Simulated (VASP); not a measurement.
Crystal: Cd3S2.

```
Cd S
1.0
     1.92911    1.11377    8.94240
    -1.92911    1.11377    8.94240
     0.00000   -2.22754    8.94240
Cd S
3 2
Direct
  0.00000 0.00000 0.00000
  0.20950 0.20950 0.20950
  0.79050 0.79050 0.79050
  0.40000 0.40000 0.40000
  0.60000 0.60000 0.60000
```

* Program: VASP 6.6.1
* Task: relaxation of cell and atoms
* Functional: PBE
* Potentials or basis: VASP PAW PBE potentials, release 64 (Cd, S)
* Cutoff: 600 eV
* k mesh: 6 × 6 × 6
* Occupations: gaussian, width 0.1 eV
* Spin: no spin polarisation

At the start: pressure -2.2 GPa; volume 23.06 Å³/atom.

Q: Where does the relaxation end?

A: Over 8 steps the energy falls by 31.3 meV/atom and the volume is 22.02 Å³/atom (-4.5 %); space group R-3m (No. 166, to 0.1 Å) before and after.

The path:
```
step  energy change (eV)  largest force (eV/Å)  pressure (GPa)  volume (Å³)
   1              0.0000                0.7053           -2.16       115.28
   2             -0.1026                0.5516            0.16       110.15
   3             -0.1147                0.4523            1.51       107.74
   4             -0.1529                0.1202            0.49       109.06
   5             -0.1549                0.0683            0.25       109.44
   6             -0.1560                0.0493           -0.04       110.01
   7             -0.1560                0.0437           -0.14       110.21
   8             -0.1566                0.0375           -0.05       110.10
```

Final structure:
```
Cd S
1.0
     1.92612    1.11205    8.56689
    -1.92612    1.11205    8.56689
     0.00000   -2.22410    8.56689
Cd S
3 2
Direct
  0.00000 0.00000 0.00000
  0.20813 0.20813 0.20813
  0.79187 0.79187 0.79187
  0.39605 0.39605 0.39605
  0.60395 0.60395 0.60395
```
